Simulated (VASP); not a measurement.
# C (R-3m) in VASP: notebook, part 2 of 2

VASP 6.6.1.

## (3) Single point, PBEsol

This run uses another cell than the first one, of 5.64 Å³/atom.

Input file INCAR:

```
PREC = Accurate
ENCUT = 520
EDIFF = 1E-7
ISMEAR = 0
SIGMA = 0.05
LREAL = F
LASPH = T
NELM = 60
ALGO = Normal
ISIF = 2
LWAVE = F
LCHARG = T
GGA = PS
LELF = T
LVHAR = T
NBANDS = 31
```

Input file KPOINTS:

```
regular mesh
0
Gamma
  12 12 12
```

Input file POSCAR:

```
C
1.0
    1.2910000000      0.7453591975      9.7660333333
   -1.2910000000      0.7453591975      9.7660333333
    0.0000000000     -1.4907183950      9.7660333333
C
10
Direct
    0.0248220069      0.0248220069      0.0248220069
    0.9751779931      0.9751779931      0.9751779931
    0.1086877374      0.1086877374      0.1086877374
    0.8913122626      0.8913122626      0.8913122626
    0.1583652898      0.1583652898      0.1583652898
    0.8416347102      0.8416347102      0.8416347102
    0.3748635523      0.3748635523      0.3748635523
    0.6251364477      0.6251364477      0.6251364477
    0.4253181912      0.4253181912      0.4253181912
    0.5746818088      0.5746818088      0.5746818088
```

Potentials or basis: VASP PAW PBE potentials, release 64 (C).

Run with:

```
$ cat potpaw_PBE.64/C/POTCAR > POTCAR
$ mpirun -np 1 vasp_std > vasp.out
```

OUTCAR:

```text
PREC = Accurate
   ENCUT = 520
   EDIFF = 1E-7
   ISMEAR = 0
   LREAL = F
   LASPH = T
   NELM = 60
   ISIF = 2
   GGA = PS

 ion  position               nearest neighbor table
   1  0.025  0.025  0.025-   2 1.45   7 1.57   7 1.57   7 1.57
   2  0.975  0.975  0.975-   1 1.45   8 1.57   8 1.57   8 1.57
   3  0.109  0.109  0.109-   5 1.46   9 1.57   9 1.57   9 1.57
   4  0.891  0.891  0.891-   6 1.46  10 1.57  10 1.57  10 1.57
   5  0.158  0.158  0.158-   3 1.46   6 1.57   6 1.57   6 1.57
   6  0.842  0.842  0.842-   4 1.46   5 1.57   5 1.57   5 1.57
   7  0.375  0.375  0.375-   9 1.48   1 1.57   1 1.57   1 1.57
   8  0.625  0.625  0.625-  10 1.48   2 1.57   2 1.57   2 1.57
   9  0.425  0.425  0.425-   7 1.48   3 1.57   3 1.57   3 1.57
  10  0.575  0.575  0.575-   8 1.48   4 1.57   4 1.57   4 1.57

  LATTYP: Found a trigonal (rhomboedric) cell.
 ALAT       =     9.8791522106
 COS(alpha) =     0.9658458779

  Lattice vectors:

 A1 = (   1.2910000000,   0.7453591975,   9.7660333333)
 A2 = (  -1.2910000000,   0.7453591975,   9.7660333333)
 A3 = (   0.0000000000,  -1.4907183950,   9.7660333333)

Analysis of symmetry for initial positions (statically):
=====================================================================
 Subroutine PRICEL returns:
 Original cell was already a primitive cell.

 Routine SETGRP: Setting up the symmetry group for a
 trigonal (rhombohedral) supercell.

 Subroutine GETGRP returns: Found 12 space group operations
 (whereof 12 operations were pure point group operations)
 out of a pool of 12 trial point group operations.

The static configuration has the point symmetry D_3d.

Analysis of symmetry for dynamics (positions and initial velocities):
=====================================================================
 Subroutine PRICEL returns:
 Original cell was already a primitive cell.

 Routine SETGRP: Setting up the symmetry group for a
 trigonal (rhombohedral) supercell.
[... 148 lines left out ...]
   AEXX    =    0.0000 exact exchange contribution
   IVDW    =     0    specifies the selected vdW correction
   LEPSILON=     F    determine dielectric tensor
   LRPA    =     F    only Hartree local field effects (RPA)
 non-spin polarized calculation
 Gauss-broadening in eV      SIGMA  =   0.05
  energy-cutoff  :      520.00
  volume of cell :       56.38
 maximum number of plane-waves:      1532
 NGX is ok and might be reduce to    80
   NGX = 37   NGY = 37   NGZ = 37

 number of electron      40.0000001 magnetization

 Free energy of the ion-electron system (eV)
  ---------------------------------------------------
  ext. energy  EPLUGINS =         0.00000000
  ---------------------------------------------------
  free energy    TOTEN  =       -95.12264286 eV

  energy without entropy =      -95.12264286  energy(sigma->0) =      -95.12264286

 E-fermi :  10.2670     XC(G=0): -13.4529

 val. band max:       10.0001580537   @ k =   0.0000   0.0000   0.0000
 cond. band min:      13.2687479311   @ k =   0.5000   0.5000   0.0000
 fundamental gap:      3.2685898775
 Fermi energy:        10.2670499991

 k-point     1 :       0.0000    0.0000    0.0000
  band No.  band energies     occupation
      1     -11.8460      2.00000
      2     -10.6367      2.00000
      3     -10.5883      2.00000
      4      -7.0043      2.00000
      5      -6.9848      2.00000
      6      -1.1762      2.00000
[... 805 lines left out ...]
     30      20.5454      0.00000
     31      20.7606      0.00000

 [... further k-points ...]

------------------------ aborting loop because EDIFF is reached ----------------------------------------

  FORCE on cell =-STRESS in cart. coord.  units (eV):
  Direction    XX          YY          ZZ          XY          YZ          ZX
  --------------------------------------------------------------------------------------
  -------------------------------------------------------------------------------------
  Total      -11.5266311    -11.5266311     27.0407189      0.0000000      0.0000000      0.0000000
  in kB     -327.5304377   -327.5304377    768.3648788      0.0000000      0.0000000      0.0000000
  external PRESSURE =      37.7680011 kB  Pullay stress =       0.0000000 kB

 VOLUME and BASIS-vectors are now :
 -----------------------------------------------------------------------------
  energy-cutoff  :      520.00
  volume of cell :       56.38
      direct lattice vectors                 reciprocal lattice vectors
     1.291000000  0.745359198  9.766033333     0.387296669  0.223605836  0.034131906
    -1.291000000  0.745359198  9.766033333    -0.387296669  0.223605836  0.034131906
     0.000000000 -1.490718395  9.766033333     0.000000000 -0.447211673  0.034131906

 POSITION                                       TOTAL-FORCE (eV/Angst)
 -----------------------------------------------------------------------------------
      0.00000      0.00000      0.72724         0.000000      0.000000      0.595624
      0.00000      0.00000     28.57086         0.000000     -0.000000     -0.595624
      0.00000      0.00000      3.18434         0.000000      0.000000     -0.580113
      0.00000      0.00000     26.11376         0.000000      0.000000      0.580113
      0.00000      0.00000      4.63980         0.000000      0.000000      0.858722
      0.00000      0.00000     24.65830         0.000000      0.000000     -0.858722
      0.00000      0.00000     10.98279         0.000000     -0.000000     -0.791622
      0.00000      0.00000     18.31531         0.000000      0.000000      0.791622
      0.00000      0.00000     12.46101         0.000000     -0.000000      0.796012
      0.00000      0.00000     16.83709         0.000000      0.000000     -0.796012
 -----------------------------------------------------------------------------------
    total drift:                                0.000000      0.000000     -0.000000

  FREE ENERGIE OF THE ION-ELECTRON SYSTEM (eV)
  ---------------------------------------------------
  free  energy   TOTEN  =       -95.1226428616 eV

  energy  without entropy=      -95.1226428616  energy(sigma->0) =      -95.12264286
```

Wall time 38 min (1 thread of Intel Xeon 6975P-C (Granite Rapids), shared host); peak memory 1 GiB.

Results:

```yaml
Free_energy: -95.1226 eV
Pressure: 3.8 GPa
Largest_force: 0.859 eV/Å
Band_gap_on_the_k_mesh: 3.27 eV (least direct gap 4.29 eV)
```

Forces on the atoms (eV/Å):
```
C    0.000  0.000  0.596
C    0.000  0.000 -0.596
C    0.000  0.000 -0.580
C    0.000  0.000  0.580
C    0.000  0.000  0.859
C    0.000  0.000 -0.859
C    0.000  0.000 -0.792
C    0.000  0.000  0.792
C    0.000  0.000  0.796
C    0.000  0.000 -0.796
```

Levels at points of the mesh, in eV from the valence-band top:
| k point | band 16 | band 17 | band 18 | band 19 | band 20 | band 21 | band 22 | band 23 | band 24 | band 25 |
| --- | --- | --- | --- | --- | --- | --- | --- | --- | --- | --- |
| (0.00, 0.00, 0.00) | -1.82 | -1.82 | -0.47 | 0.00 | 0.00 | 4.29 | 4.29 | 6.10 | 6.10 | 6.15 |
| (0.50, 0.00, 0.00) | -4.72 | -4.71 | -4.65 | -3.51 | -2.60 | 3.54 | 3.58 | 5.73 | 5.97 | 7.25 |
| (0.50, 0.50, 0.00) | -5.43 | -4.11 | -4.07 | -3.30 | -3.28 | 3.27 | 4.36 | 4.52 | 6.46 | 7.48 |
| (0.50, 0.50, 0.50) | -1.57 | -0.71 | -0.71 | -0.65 | -0.65 | 4.98 | 4.98 | 5.13 | 5.13 | 6.19 |

Caveat: the stress differs along the axes, from -33 to 77 GPa; the PAW data sets were made with another functional, which shifts forces and pressure a little.

## (4) Single point, PBEsol

This run uses another cell than the first one, of 5.65 Å³/atom.

Input file INCAR:

```
PREC     = Accurate       # precision mode
ENCUT    = 520            # plane-wave cutoff, eV
EDIFF    = 1E-6           # SCF threshold, eV
ISMEAR   = 0              # smearing method
SIGMA    = 0.05           # smearing width, eV
LREAL    = False          # projectors in reciprocal space
LASPH    = True           # aspherical terms in the spheres
NELM     = 60             # most SCF steps
ALGO     = Normal         # electronic algorithm
ISIF     = 2              # what is computed and relaxed
LWAVE    = False          # write WAVECAR
LCHARG   = False          # write CHGCAR
GGA      = PS             # functional
NBANDS   = 31             # bands
```

KPOINTS is that of step 3.

Changes to POSCAR since step 3:

```diff
@@ -2,5 +2,5 @@
 1.0
-    1.2910000000      0.7453591975      9.7660333333
-   -1.2910000000      0.7453591975      9.7660333333
-    0.0000000000     -1.4907183950      9.7660333333
+    1.2408500000      0.7164050815     10.5913333333
+   -1.2408500000      0.7164050815     10.5913333333
+    0.0000000000     -1.4328101630     10.5913333333
 C
```

Potentials or basis: VASP PAW PBE potentials, release 64 (C).

Run with:

```
$ cat potpaw_PBE.64/C/POTCAR > POTCAR
$ mpirun -np 1 vasp_std > vasp.out
```

OUTCAR:

```text
PREC = Accurate
   ENCUT = 520
   EDIFF = 1E-6
   ISMEAR = 0
   LREAL = False
   LASPH = True
   NELM = 60
   ISIF = 2
   GGA = PS

 ion  position               nearest neighbor table
   1  0.025  0.025  0.025-   7 1.53   7 1.53   7 1.53   2 1.58
   2  0.975  0.975  0.975-   8 1.53   8 1.53   8 1.53   1 1.58
   3  0.109  0.109  0.109-   9 1.53   9 1.53   9 1.53   5 1.58
   4  0.891  0.891  0.891-  10 1.53  10 1.53  10 1.53   6 1.58
   5  0.158  0.158  0.158-   6 1.53   6 1.53   6 1.53   3 1.58
   6  0.842  0.842  0.842-   5 1.53   5 1.53   5 1.53   4 1.58
   7  0.375  0.375  0.375-   1 1.53   1 1.53   1 1.53   9 1.60
   8  0.625  0.625  0.625-   2 1.53   2 1.53   2 1.53  10 1.60
   9  0.425  0.425  0.425-   3 1.53   3 1.53   3 1.53   7 1.60
  10  0.575  0.575  0.575-   4 1.53   4 1.53   4 1.53   8 1.60

  LATTYP: Found a trigonal (rhomboedric) cell.
 ALAT       =    10.6878101939
 COS(alpha) =     0.9730417870

  Lattice vectors:

 A1 = (   1.2408500000,   0.7164050815,  10.5913333333)
[... 202 lines left out ...]
      1     -11.8284      2.00000
      2     -10.8281      2.00000
      3     -10.7493      2.00000
      4      -7.8564      2.00000
      5      -7.8393      2.00000
      6      -2.0053      2.00000
[... 805 lines left out ...]
     30      20.3769      0.00000
     31      20.5780      0.00000

 [... further k-points ...]

------------------------ aborting loop because EDIFF is reached ----------------------------------------

  FORCE on cell =-STRESS in cart. coord.  units (eV):
  Direction    XX          YY          ZZ          XY          YZ          ZX
  --------------------------------------------------------------------------------------
  -------------------------------------------------------------------------------------
  Total        4.7069165      4.7069165    -10.4277167      0.0000000      0.0000000      0.0000000
  in kB      133.4956922    133.4956922   -295.7467458      0.0000000      0.0000000      0.0000000
  external PRESSURE =      -9.5851205 kB  Pullay stress =       0.0000000 kB

 VOLUME and BASIS-vectors are now :
 -----------------------------------------------------------------------------
  energy-cutoff  :      520.00
  volume of cell :       56.49
      direct lattice vectors                 reciprocal lattice vectors
     1.240850000  0.716405082 10.591333333     0.402949591  0.232643055  0.031472273
    -1.240850000  0.716405082 10.591333333    -0.402949591  0.232643055  0.031472273
     0.000000000 -1.432810163 10.591333333     0.000000000 -0.465286110  0.031472273

 POSITION                                       TOTAL-FORCE (eV/Angst)
 -----------------------------------------------------------------------------------
      0.00000      0.00000      0.78869         0.000000     -0.000000     -0.018668
      0.00000      0.00000     30.98531         0.000000      0.000000      0.018668
      0.00000      0.00000      3.45344         0.000000      0.000000      0.013333
      0.00000      0.00000     28.32056         0.000000     -0.000000     -0.013333
      0.00000      0.00000      5.03190         0.000000      0.000000     -0.086618
      0.00000      0.00000     26.74210         0.000000      0.000000      0.086618
      0.00000      0.00000     11.91091         0.000000      0.000000      0.057708
      0.00000      0.00000     19.86309         0.000000     -0.000000     -0.057708
      0.00000      0.00000     13.51406         0.000000      0.000000     -0.061300
      0.00000      0.00000     18.25994         0.000000     -0.000000      0.061300
 -----------------------------------------------------------------------------------
    total drift:                                0.000000      0.000000     -0.000000

  FREE ENERGIE OF THE ION-ELECTRON SYSTEM (eV)
  ---------------------------------------------------
  free  energy   TOTEN  =       -95.9967823891 eV

  energy  without entropy=      -95.9967823891  energy(sigma->0) =      -95.99678239
```

stdout:

```text
POSCAR found type information on POSCAR C
 POSCAR found :  1 types and      10 ions
 scaLAPACK will be used
 -----------------------------------------------------------------------------
|                                                                             |
|                                                                             |
|     You enforced a specific xc type in the INCAR file but a different       |
|     I HOPE YOU KNOW WHAT YOU ARE DOING!                                     |
|                                                                             |
 -----------------------------------------------------------------------------

 LDA part: xc-table for (Slater+PW92), standard interpolation
 POSCAR, INCAR and KPOINTS ok, starting setup
 FFT: planning ... GRIDC
 FFT: planning ... GRID_SOFT
 FFT: planning ... GRID
 WAVECAR not read
 entering main loop
```

Wall time 38 min (1 thread of Intel Xeon 6975P-C (Granite Rapids), shared host); peak memory 1 GiB.

Results:

* Free energy: -95.9968 eV
* Pressure: -1.0 GPa
* Largest force: 0.087 eV/Å
* Band gap on the k mesh: 4.49 eV (least direct gap 4.54 eV)

Forces in eV/Å, atoms in the order of the input:
```
C    0.000  0.000 -0.019
C    0.000  0.000  0.019
C    0.000  0.000  0.013
C    0.000  0.000 -0.013
C    0.000  0.000 -0.087
C    0.000  0.000  0.087
C    0.000  0.000  0.058
C    0.000  0.000 -0.058
C    0.000  0.000 -0.061
C    0.000  0.000  0.061
```

Stress tensor (GPa, compression positive):
```
 13.35   0.00   0.00
  0.00  13.35   0.00
  0.00   0.00 -29.57
```

Levels at points of the mesh, in eV from the valence-band top:
```tsv
k point	band 16	band 17	band 18	band 19	band 20	band 21	band 22	band 23	band 24	band 25
(0.00, 0.00, 0.00)	-1.13	-1.13	-0.25	0.00	0.00	4.54	5.70	5.70	6.99	6.99
(0.50, 0.00, 0.00)	-4.94	-4.45	-4.40	-3.67	-3.11	5.14	5.15	5.61	5.64	6.68
(0.50, 0.50, 0.00)	-5.30	-4.31	-4.19	-3.52	-3.52	4.82	4.96	5.75	5.78	6.39
(0.50, 0.50, 0.50)	-1.90	-0.40	-0.40	-0.35	-0.35	5.94	5.96	6.12	6.12	6.21
```

Caveat: the stress differs along the axes, from -30 to 13 GPa; the PAW data sets were made with another functional, which shifts forces and pressure a little.

## (5) The runs side by side

```csv
cell,gap on the mesh (eV),pressure (GPa),largest force (eV/Å)
"a = 10.417 Å, angles 13.8°, 10 atoms",4.38,1.1,0.01
"a = 9.879 Å, angles 15.0°, 10 atoms",3.27,3.8,0.86
"a = 10.688 Å, angles 13.3°, 10 atoms",4.49,-1.0,0.09
```

Alike in all rows: task single point; level PBEsol; potentials or basis VASP PAW PBE potentials, release 64 (C); no spin polarisation; k mesh 12 × 12 × 12; cutoff (eV) 520; smearing gaussian 0.05 eV.

Caveats: the PAW data sets were made with another functional, which shifts forces and pressure a little; the stress differs along the axes, from -33 to 77 GPa (at least some runs); the stress differs along the axes, from -30 to 13 GPa (at least some runs).

Total energies depend on the potentials used, so only differences within one code and one set of settings carry meaning.
